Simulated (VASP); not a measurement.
# AlGa2N3 (I4/mmm) in VASP: relaxation of cell and atoms with PBE

Aim: the relaxation of cell and atoms of AlGa2N3 with PBE.

Program: VASP 6.6.1. These are calculated values, not measurements. Logs are shortened: lines on timing, memory, paths and dates and some standing lists are left out, and cuts for length are marked.

## (1) The cell of the first run

It takes space group I4/mmm (No. 139, tetragonal). The conventional cell has a = 2.973 Å, b = 2.973 Å, c = 12.636 Å, α = 90.00°, β = 90.00°, γ = 90.00°. Within 2.7 Å of Al (site symmetry 4/mmm) lie 6 N at 2.06 to 2.10 Å. Ga (site symmetry 4mm) has 6 N at 2.09 to 2.16 Å within 2.8 Å. Within 2.8 Å of N (site symmetry 4/mmm) lie 2 Ga at 2.09 Å and 4 Al at 2.10 Å. N (site symmetry 4mm) has 1 Al at 2.06 Å and 5 Ga at 2.10 to 2.16 Å within 2.7 Å.

## (2) Relaxation of cell and atoms, PBE

The input, INCAR:

```
ALGO = Normal ; EDIFF = 1E-6
EDIFFG = -0.01 ; ENCUT = 600
GGA = PE ; IBRION = 2
ISIF = 3 ; ISMEAR = 0
LASPH = T ; LCHARG = F
LREAL = F ; LWAVE = F
NELM = 100 ; NSW = 100
PREC = Accurate ; SIGMA = 0.02
```

The input, KPOINTS:

```
k-points
0
Gamma
  12 12 12
```

The input, POSCAR:

```
AlGa2N3
1.0
   -1.4863967548      1.4863967548      6.3181246013
    1.4863967548     -1.4863967548      6.3181246013
    1.4863967548      1.4863967548     -6.3181246013
Al Ga N
1 2 3
Direct
    0.5000000000      0.5000000000      0.0000000000
    0.8342148685      0.8342148685      0.0000000000
    0.1657851315      0.1657851315      0.0000000000
    0.0000000000      0.0000000000      0.0000000000
    0.6633475095      0.6633475095      0.0000000000
    0.3366524905      0.3366524905      0.0000000000
```

Potentials or basis: VASP PAW PBE potentials, release 64 (Al, Ga_d, N).

On the command line:

```bash
$ cat potpaw_PBE.64/Al/POTCAR potpaw_PBE.64/Ga_d/POTCAR potpaw_PBE.64/N/POTCAR > POTCAR
$ mpirun -np 1 vasp_std > vasp.out
```

OUTCAR:

```text
EDIFF = 1E-6
   EDIFFG = -0.01
   ENCUT = 600
   GGA = PE
   IBRION = 2
   ISIF = 3
   ISMEAR = 0
   LASPH = T
   LREAL = F
   NELM = 100
   NSW = 100
   PREC = Accurate

 ion  position               nearest neighbor table
   1  0.500  0.500  0.000-   5 2.06   6 2.06   4 2.10   4 2.10   4 2.10   4 2.10   3 2.97   3 2.97
                             2 2.97   2 2.97   2 2.97   3 2.97   2 2.97   3 2.97
   2  0.834  0.834  0.000-   4 2.09   6 2.10   6 2.10   6 2.10   6 2.10   5 2.16   1 2.97   1 2.97
                             1 2.97   1 2.97
   3  0.166  0.166  0.000-   4 2.09   5 2.10   5 2.10   5 2.10   5 2.10   6 2.16   1 2.97   1 2.97
                             1 2.97   1 2.97
   4  0.000  0.000  0.000-   2 2.09   3 2.09   1 2.10   1 2.10   1 2.10   1 2.10
   5  0.663  0.663  0.000-   1 2.06   3 2.10   3 2.10   3 2.10   3 2.10   2 2.16
   6  0.337  0.337  0.000-   1 2.06   2 2.10   2 2.10   2 2.10   2 2.10   3 2.16

  LATTYP: Found a body centered tetragonal cell.
 ALAT       =     2.9727935096
 C/A-ratio  =     4.2506313209

  Lattice vectors:

 A1 = (  -1.4863967548,   1.4863967548,   6.3181246013)
 A2 = (   1.4863967548,  -1.4863967548,   6.3181246013)
 A3 = (   1.4863967548,   1.4863967548,  -6.3181246013)

Analysis of symmetry for initial positions (statically):
=====================================================================
 Subroutine PRICEL returns:
 Original cell was already a primitive cell.

 Routine SETGRP: Setting up the symmetry group for a
 body centered tetragonal supercell.

 Subroutine GETGRP returns: Found 16 space group operations
 (whereof 16 operations were pure point group operations)
 out of a pool of 16 trial point group operations.

The static configuration has the point symmetry D_4h.

Analysis of symmetry for dynamics (positions and initial velocities):
=====================================================================
 Subroutine PRICEL returns:
 Original cell was already a primitive cell.

 Routine SETGRP: Setting up the symmetry group for a
 body centered tetragonal supercell.

 Subroutine GETGRP returns: Found 16 space group operations
 (whereof 16 operations were pure point group operations)
 out of a pool of 16 trial point group operations.

The dynamic configuration has the point symmetry D_4h.

 Subroutine INISYM returns: Found 16 space group operations
 (whereof 16 operations are pure point group operations),
 and found     1 'primitive' translations

----------------------------------------------------------------------------------------

                                     Primitive cell

  volume of cell :      55.8364

  direct lattice vectors                    reciprocal lattice vectors
    -1.486396755  1.486396755  6.318124601     0.000000000  0.336383942  0.079137407
     1.486396755 -1.486396755  6.318124601     0.336383942  0.000000000  0.079137407
     1.486396755  1.486396755 -6.318124601     0.336383942  0.336383942  0.000000000

  length of vectors
     6.658637181  6.658637181  6.658637181     0.345567484  0.345567484  0.475718733

  position of ions in fractional coordinates (direct lattice)
     0.500000000  0.500000000  0.000000000
     0.834214868  0.834214868  0.000000000
     0.165785132  0.165785132  0.000000000
     0.000000000  0.000000000  0.000000000
     0.663347509  0.663347509  0.000000000
     0.336652491  0.336652491  0.000000000

  ion indices of the primitive-cell ions
   primitive index   ion index
                 1           1
                 2           2
                 3           3
                 4           4
                 5           5
                 6           6

----------------------------------------------------------------------------------------

 KPOINTS: k-points

Automatic generation of k-mesh.
 Grid dimensions read from file:
 generate k-points for:   12   12   12

 Generating k-lattice:

  Cartesian coordinates                     Fractional coordinates (reciprocal lattice)
     0.000000000  0.028031995  0.006594784     0.083333333  0.000000000 -0.000000000
     0.028031995  0.000000000  0.006594784     0.000000000  0.083333333 -0.000000000
     0.028031995  0.028031995  0.000000000     0.000000000  0.000000000  0.083333333

  Length of vectors
     0.028797290  0.028797290  0.039643228

  Shift w.r.t. Gamma in fractional coordinates (k-lattice)
     0.000000000  0.000000000  0.000000000

 Subroutine IBZKPT returns following result:
 ===========================================

 Found    163 irreducible k-points:

 Following reciprocal coordinates:
            Coordinates               Weight
  0.000000  0.000000  0.000000      1.000000
  0.083333 -0.000000  0.000000      8.000000
  0.166667  0.000000  0.000000      8.000000
  0.250000  0.000000  0.000000      8.000000
  0.333333  0.000000  0.000000      8.000000
  0.416667  0.000000  0.000000      8.000000
[... 16 lines left out ...]
  0.500000  0.166667  0.000000     16.000000
 -0.416667  0.166667  0.000000     16.000000
 [... further k-points ...]
   k-points           NKPTS =    163   k-points in BZ     NKDIM =    163   number of bands    NBANDS=     26
   number of dos      NEDOS =    301   number of ions     NIONS =      6
   total plane-waves  NPLWV = 157464
   dimension x,y,z NGX =    54 NGY =   54 NGZ =   54
   dimension x,y,z NGXF=   108 NGYF=  108 NGZF=  108
   ions per type =               1   2   3
   NGX,Y,Z   is equivalent  to a cutoff of  13.48, 13.48, 13.48 a.u.
   NGXF,Y,Z  is equivalent  to a cutoff of  26.96, 26.96, 26.96 a.u.
 SYSTEM =  unknown system
   PREC   = accura    normal or accurate (medium, high low for compatibility)
   ISTART =      0    job   : 0-new  1-cont  2-samecut
   ICHARG =      2    charge: 1-file 2-atom 10-const
   ISPIN  =      1    spin polarized calculation?
   LNONCOLLINEAR =      F non collinear calculations
   LSORBIT =      F    spin-orbit coupling
   LASPH  =      T    aspherical Exc in radial PAW
   ENCUT  =  600.0 eV  44.10 Ry    6.64 a.u.  13.30 13.30 13.30*2*pi/ulx,y,z
   NELM   =    100;   NELMIN=  2; NELMDL= -5     # of ELM steps
   EDIFF  = 0.1E-05   stopping-criterion for ELM
   LREAL  =      F    real-space projection
   EDIFFG = -.1E-01   stopping-criterion for IOM
   NSW    =    100    number of steps for IOM
   IBRION =      2    ionic relax: 0-MD 1-quasi-New 2-CG
   NFREE  =      1    steps in history (QN), initial steepest desc. (CG)
   ISIF   =      3    stress and relaxation
   ISYM   =      2    0-nonsym 1-usesym 2-fastsym
   POTIM  = 0.5000    time-step for ionic-motion
   TEBEG  =    0.0;   TEEND  =   0.0 temperature during run
   PSTRESS=    0.0 pullay stress
   NELECT =      44.0000    total number of electrons
   NUPDOWN=      -1.0000    fix difference up-down
   EMIN   =  10.00;   EMAX   =-10.00  energy-range for DOS
   EFERMI =   0.00;   METHOD = LEGACY
   ISMEAR =     0;   SIGMA  =   0.02  broadening in eV -4-tet -1-fermi 0-gaus
   EFERMI_NEDOS =   21; number of points for ismear=-14 and -15
   IALGO  =     38    algorithm
   IMIX   =      4    mixing-type and parameters
     AMIX     =   0.40;   BMIX     =  1.00
     AMIX_MAG =   1.60;   BMIX_MAG =  1.00
  volume/ion in A,a.u.               =       9.31        62.80
  Fermi-wavevector in a.u.,A,eV,Ry     =   1.512121  2.857494 31.109849  2.286509
  Thomas-Fermi vector in A             =   2.622087
   LORBIT       =      0    0 simple, 1 ext, 2 COOP (PROOUT), +10 PAW based schemes
   GGA     = PE    functional components
   LHFCALC =     F    Hartree Fock is set to
   AEXX    =    0.0000 exact exchange contribution
   IVDW    =     0    specifies the selected vdW correction
   LEPSILON=     F    determine dielectric tensor
   LRPA    =     F    only Hartree local field effects (RPA)
 conjugate gradient relaxation of ions
 non-spin polarized calculation
 Gauss-broadening in eV      SIGMA  =   0.02
  energy-cutoff  :      600.00
  volume of cell :       55.84
 maximum number of plane-waves:      1892
 NGX is ok and might be reduce to    54
   NGX = 27   NGY = 27   NGZ = 27

--------------------------------------- Ionic step        1  -------------------------------------------

 number of electron      43.9999999 magnetization

 Free energy of the ion-electron system (eV)
  ---------------------------------------------------
  ext. energy  EPLUGINS =         0.00000000
  ---------------------------------------------------
  free energy    TOTEN  =       -36.78310484 eV

  energy without entropy =      -36.78310484  energy(sigma->0) =      -36.78310484

------------------------ aborting loop because EDIFF is reached ----------------------------------------

  FORCE on cell =-STRESS in cart. coord.  units (eV):
  Direction    XX          YY          ZZ          XY          YZ          ZX
  --------------------------------------------------------------------------------------
  -------------------------------------------------------------------------------------
  Total        0.1098988      0.1098988      0.1335056      0.0000000      0.0000000      0.0000000
  in kB        3.1534493      3.1534493      3.8308252      0.0000000      0.0000000      0.0000000
  external PRESSURE =       3.3792413 kB  Pullay stress =       0.0000000 kB
[... 225 lines left out ...]
  energy  without entropy=      -36.7832105427  energy(sigma->0) =      -36.78321054

--------------------------------------- Ionic step        7  -------------------------------------------

 number of electron      43.9999999 magnetization

 Free energy of the ion-electron system (eV)
  ---------------------------------------------------
  ext. energy  EPLUGINS =         0.00000000
  ---------------------------------------------------
  free energy    TOTEN  =       -36.78321191 eV

  energy without entropy =      -36.78321191  energy(sigma->0) =      -36.78321191

 E-fermi :   8.4429     XC(G=0): -12.6804

 val. band max:        8.3378858839   @ k =   0.5000   0.5000   0.3333
 cond. band min:       9.4896606065   @ k =   0.5000   0.5000   0.0000
 fundamental gap:      1.1517747226
 Fermi energy:         8.4428611654

 k-point     1 :       0.0000    0.0000    0.0000
  band No.  band energies     occupation
      1      -8.9421      2.00000
      2      -7.5647      2.00000
      3      -6.8288      2.00000
      4      -5.8834      2.00000
      5      -5.7954      2.00000
      6      -5.6737      2.00000
[... 685 lines left out ...]
     25      14.5881      0.00000
     26      15.8439      0.00000

 [... further k-points ...]

------------------------ aborting loop because EDIFF is reached ----------------------------------------

  FORCE on cell =-STRESS in cart. coord.  units (eV):
  Direction    XX          YY          ZZ          XY          YZ          ZX
  --------------------------------------------------------------------------------------
  -------------------------------------------------------------------------------------
  Total       -0.0195315     -0.0195315     -0.0058195      0.0000000      0.0000000      0.0000000
  in kB       -0.5597338     -0.5597338     -0.1667761      0.0000000      0.0000000      0.0000000
  external PRESSURE =      -0.4287479 kB  Pullay stress =       0.0000000 kB
[... 21 lines left out ...]
  FREE ENERGIE OF THE ION-ELECTRON SYSTEM (eV)
  ---------------------------------------------------
  free  energy   TOTEN  =       -36.7832119107 eV

  energy  without entropy=      -36.7832119107  energy(sigma->0) =      -36.78321191

 reached required accuracy - stopping structural energy minimisation
```

It took 31 min on 1 thread of Intel Xeon 6975P-C (Granite Rapids), shared host; peak memory 0.6 GiB.

Results:

| Quantity | Value |
| --- | --- |
| Free energy | -36.7832 eV |
| Relaxed volume | 9.32 Å³/atom |
| Relaxed cell | a = 6.662 Å, b = 6.662 Å, c = 6.662 Å, α = 154.21°, β = 154.21°, γ = 36.80° |
| Space group after relaxing (to 0.1 Å) | I4/mmm (No. 139) |
| Energy gained by relaxing | 0.0 meV/atom |
| Ionic steps | 7 |
| Pressure after relaxing | 0.0 GPa |
| Largest force after relaxing | 0.009 eV/Å |
| Band gap on the k mesh | 1.15 eV (least direct gap 2.16 eV) |

Forces on the atoms (eV/Å):
```
Al   0.000  0.000  0.000
Ga   0.000  0.000  0.005
Ga   0.000  0.000 -0.005
N    0.000  0.000  0.000
N    0.000  0.000 -0.009
N    0.000  0.000  0.009
```

The path:
```
step  energy change (eV)  largest force (eV/Å)  pressure (GPa)  volume (Å³)
   1              0.0000                0.0199            0.34        55.84
   2              0.0000                0.0077           -0.31        56.00
   3             -0.0001                0.0130           -0.01        55.92
   4             -0.0001                0.0120           -0.10        55.93
   5             -0.0001                0.0126           -0.07        55.92
   6             -0.0001                0.0039            0.18        55.89
   7             -0.0001                0.0085           -0.04        55.91
```

Final structure:
```yaml
crystal:
  lattice:
    - [-1.48693, 1.48693, 6.32158]
    - [1.48693, -1.48693, 6.32158]
    - [1.48693, 1.48693, -6.32158]
  atoms:
    - { symbol: Al, position: [0.50000, 0.50000, 0.00000] }
    - { symbol: Ga, position: [0.83423, 0.83423, 0.00000] }
    - { symbol: Ga, position: [0.16577, 0.16577, 0.00000] }
    - { symbol: N, position: [0.00000, 0.00000, 0.00000] }
    - { symbol: N, position: [0.66328, 0.66328, 0.00000] }
    - { symbol: N, position: [0.33672, 0.33672, 0.00000] }
```

A k mesh can miss the band edges.
